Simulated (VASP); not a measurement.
# MgS (ha.bA) (Fm-3m) in VASP: a series of runs

Runs on MgS (ha.bA). Level: PBE. Tasks: single point.

Program: VASP 6.6.1. These are calculated values, not measurements. Logs are shortened: lines on timing, memory, paths and dates and some standing lists are left out, and cuts for length are marked.

## (1) The cell of the first run

Symmetry: Fm-3m, No. 225, cubic system. Conventional cell: a = 5.230 Å, b = 5.230 Å, c = 5.230 Å, α = 90.00°, β = 90.00°, γ = 90.00°. Mg (site symmetry m-3m) has 6 S at 2.61 Å within 3.4 Å. Within 3.4 Å of S (site symmetry m-3m) lie 6 Mg at 2.61 Å.

## (2) Single point, PBE

INCAR reads:

```
SYSTEM = MgS
PREC = Accurate ; ENCUT = 600
EDIFF = 1E-6 ; ISMEAR = 0
SIGMA = 0.02 ; LREAL = .FALSE.
LASPH = .TRUE. ; NELM = 120
ALGO = Normal ; ISIF = 2
LWAVE = .FALSE. ; LCHARG = .TRUE.
GGA = PE ; LELF = .TRUE.
LVHAR = .TRUE. ; NBANDS = 11
GGA_COMPAT = .FALSE.
```

KPOINTS reads:

```
regular mesh
0
G
  8 8 8
  0 0 0
```

POSCAR reads:

```
MgS
1.0
    0.0000000000      2.6147886069      2.6147886069
    2.6147886069      0.0000000000      2.6147886069
    2.6147886069      2.6147886069      0.0000000000
Mg S
1 1
Direct
    0.0000000000      0.0000000000      0.0000000000
    0.5000000000      0.5000000000      0.5000000000
```

Potentials or basis: VASP PAW PBE potentials, release 64 (Mg, S).

Run with:

```sh
$ cat potpaw_PBE.64/Mg/POTCAR potpaw_PBE.64/S/POTCAR > POTCAR
$ mpirun -np 1 vasp_std > vasp.out
```

OUTCAR:

```text
SYSTEM = MgS
   PREC = Accurate
   ENCUT = 600
   EDIFF = 1E-6
   ISMEAR = 0
   LREAL = .FALSE.
   LASPH = .TRUE.
   NELM = 120
   ISIF = 2
   GGA = PE

 ion  position               nearest neighbor table
   1  0.000  0.000  0.000-   2 2.61   2 2.61   2 2.61   2 2.61   2 2.61   2 2.61
   2  0.500  0.500  0.500-   1 2.61   1 2.61   1 2.61   1 2.61   1 2.61   1 2.61

  LATTYP: Found a face centered cubic cell.
 ALAT       =     5.2295772138

  Lattice vectors:

 A1 = (   0.0000000000,   2.6147886069,   2.6147886069)
 A2 = (   2.6147886069,   0.0000000000,   2.6147886069)
 A3 = (   2.6147886069,   2.6147886069,   0.0000000000)

Analysis of symmetry for initial positions (statically):
=====================================================================
 Subroutine PRICEL returns:
 Original cell was already a primitive cell.

 Routine SETGRP: Setting up the symmetry group for a
 face centered cubic supercell.

 Subroutine GETGRP returns: Found 48 space group operations
 (whereof 48 operations were pure point group operations)
 out of a pool of 48 trial point group operations.

The static configuration has the point symmetry O_h .

Analysis of symmetry for dynamics (positions and initial velocities):
=====================================================================
 Subroutine PRICEL returns:
 Original cell was already a primitive cell.

 Routine SETGRP: Setting up the symmetry group for a
 face centered cubic supercell.

 Subroutine GETGRP returns: Found 48 space group operations
 (whereof 48 operations were pure point group operations)
 out of a pool of 48 trial point group operations.

The dynamic configuration has the point symmetry O_h .

 Subroutine INISYM returns: Found 48 space group operations
 (whereof 48 operations are pure point group operations),
 and found     1 'primitive' translations

----------------------------------------------------------------------------------------

                                     Primitive cell

  volume of cell :      35.7552

  direct lattice vectors                    reciprocal lattice vectors
     0.000000000  2.614788607  2.614788607    -0.191220047  0.191220047  0.191220047
     2.614788607  0.000000000  2.614788607     0.191220047 -0.191220047  0.191220047
     2.614788607  2.614788607  0.000000000     0.191220047  0.191220047 -0.191220047

  length of vectors
     3.697869511  3.697869511  3.697869511     0.331202837  0.331202837  0.331202837

  position of ions in fractional coordinates (direct lattice)
     0.000000000  0.000000000  0.000000000
[... 88 lines left out ...]
   PSTRESS=    0.0 pullay stress
   NELECT =       8.0000    total number of electrons
   NUPDOWN=      -1.0000    fix difference up-down
   EMIN   =  10.00;   EMAX   =-10.00  energy-range for DOS
   EFERMI =   0.00;   METHOD = LEGACY
   ISMEAR =     0;   SIGMA  =   0.02  broadening in eV -4-tet -1-fermi 0-gaus
   EFERMI_NEDOS =   21; number of points for ismear=-14 and -15
   IALGO  =     38    algorithm
   IMIX   =      4    mixing-type and parameters
     AMIX     =   0.40;   BMIX     =  1.00
     AMIX_MAG =   1.60;   BMIX_MAG =  1.00
  volume/ion in A,a.u.               =      17.88       120.64
  Fermi-wavevector in a.u.,A,eV,Ry     =   0.993859  1.878122 13.439241  0.987756
  Thomas-Fermi vector in A             =   2.125770
   LORBIT       =      0    0 simple, 1 ext, 2 COOP (PROOUT), +10 PAW based schemes
   GGA     = PE    functional components
   LHFCALC =     F    Hartree Fock is set to
   AEXX    =    0.0000 exact exchange contribution
   IVDW    =     0    specifies the selected vdW correction
   LEPSILON=     F    determine dielectric tensor
   LRPA    =     F    only Hartree local field effects (RPA)
 non-spin polarized calculation
 Gauss-broadening in eV      SIGMA  =   0.02
  energy-cutoff  :      600.00
  volume of cell :       35.76
 maximum number of plane-waves:      1243
 NGX is ok and might be reduce to    30
   NGX = 15   NGY = 15   NGZ = 15

 number of electron       7.9999999 magnetization

 Free energy of the ion-electron system (eV)
  ---------------------------------------------------
  ext. energy  EPLUGINS =         0.00000000
  ---------------------------------------------------
  free energy    TOTEN  =        -8.50327957 eV

  energy without entropy =       -8.50327957  energy(sigma->0) =       -8.50327957

 E-fermi :   3.7612     XC(G=0):  -9.6261

 val. band max:        3.5913539142   @ k =   0.0000   0.0000   0.0000
 cond. band min:       6.3337962577   @ k =   0.5000   0.5000   0.0000
 fundamental gap:      2.7424423435
 Fermi energy:         3.7612029582

 k-point     1 :       0.0000    0.0000    0.0000
  band No.  band energies     occupation
      1      -8.9902      2.00000
      2       3.5914      2.00000
      3       3.5914      2.00000
      4       3.5914      2.00000
      5       7.1835      0.00000
      6      11.5548      0.00000
      7      11.5548      0.00000
      8      11.5548      0.00000
      9      13.9234      0.00000
     10      13.9234      0.00000
     11      16.0938      0.00000
[... 309 lines left out ...]
 k-point    24 :      -0.3750    0.2500    0.1250
  band No.  band energies     occupation
      1      -7.5335      2.00000
      2      -0.6376      2.00000
      3       1.5018      2.00000
      4       2.4699      2.00000
      5       9.1242      0.00000
      6       9.6690      0.00000
      7      11.9604      0.00000
      8      12.9371      0.00000
      9      15.7908      0.00000
     10      16.7609      0.00000
     11      19.0617      0.00000

 [... further k-points ...]

------------------------ aborting loop because EDIFF is reached ----------------------------------------

  FORCE on cell =-STRESS in cart. coord.  units (eV):
  Direction    XX          YY          ZZ          XY          YZ          ZX
  --------------------------------------------------------------------------------------
  -------------------------------------------------------------------------------------
  Total       -0.0586112     -0.0586112     -0.0586112      0.0000000      0.0000000      0.0000000
  in kB       -2.6263434     -2.6263434     -2.6263434      0.0000000      0.0000000      0.0000000
  external PRESSURE =      -2.6263434 kB  Pullay stress =       0.0000000 kB

 VOLUME and BASIS-vectors are now :
 -----------------------------------------------------------------------------
  energy-cutoff  :      600.00
  volume of cell :       35.76
      direct lattice vectors                 reciprocal lattice vectors
     0.000000000  2.614788607  2.614788607    -0.191220047  0.191220047  0.191220047
     2.614788607  0.000000000  2.614788607     0.191220047 -0.191220047  0.191220047
     2.614788607  2.614788607  0.000000000     0.191220047  0.191220047 -0.191220047

 POSITION                                       TOTAL-FORCE (eV/Angst)
 -----------------------------------------------------------------------------------
      0.00000      0.00000      0.00000         0.000000      0.000000      0.000000
      2.61479      2.61479      2.61479        -0.000000     -0.000000     -0.000000
 -----------------------------------------------------------------------------------
    total drift:                               -0.000000     -0.000000      0.000000

  FREE ENERGIE OF THE ION-ELECTRON SYSTEM (eV)
  ---------------------------------------------------
  free  energy   TOTEN  =        -8.5032795663 eV

  energy  without entropy=       -8.5032795663  energy(sigma->0) =       -8.50327957
```

Run time: 32 s. Hardware: 1 thread of AMD EPYC 7R13, shared host; peak memory 0.14 GiB.

Results:

- Free energy: -8.5033 eV
- Pressure: -0.3 GPa
- Band gap on the k mesh: 2.74 eV, indirect (least direct gap 3.59 eV)

## (3) Single point, PBE

INCAR reads:

```
ALGO = Normal ; EDIFF = 1E-6
ENCUT = 600 ; GGA = PE
GGA_COMPAT = F ; ISIF = 2
ISMEAR = 0 ; LASPH = T
LCHARG = F ; LREAL = F
LWAVE = F ; NBANDS = 11
NELM = 120 ; PREC = Accurate
SIGMA = 0.02
```

KPOINTS reads:

```
k-points
0
Gamma
  8 8 8
```

POSCAR is that of step 2.

Potentials or basis: VASP PAW PBE potentials, release 64 (Mg, S).

Run with:

```sh
$ cat potpaw_PBE.64/Mg/POTCAR potpaw_PBE.64/S/POTCAR > POTCAR
$ mpirun -np 1 vasp_std > vasp.out
```

It took 27 s on 1 thread of AMD EPYC 7R13, shared host; peak memory 0.14 GiB.

The run converged. Its results:

| Property | Result |
| --- | --- |
| Free energy | -8.5033 eV |
| Pressure | -0.3 GPa |
| Band gap on the k mesh | 2.74 eV, indirect (least direct gap 3.59 eV) |

Levels at points of the mesh, in eV from the valence-band top:
| k point | band 2 | band 3 | band 4 | band 5 | band 6 | band 7 |
| --- | --- | --- | --- | --- | --- | --- |
| (0.00, 0.00, 0.00) | 0.00 | 0.00 | 0.00 | 3.59 | 7.96 | 7.96 |
| (0.50, 0.00, 0.00) | -4.75 | -0.57 | -0.57 | 4.53 | 6.89 | 6.89 |
| (0.50, 0.50, 0.00) | -4.11 | -1.65 | -1.65 | 2.74 | 4.44 | 11.86 |
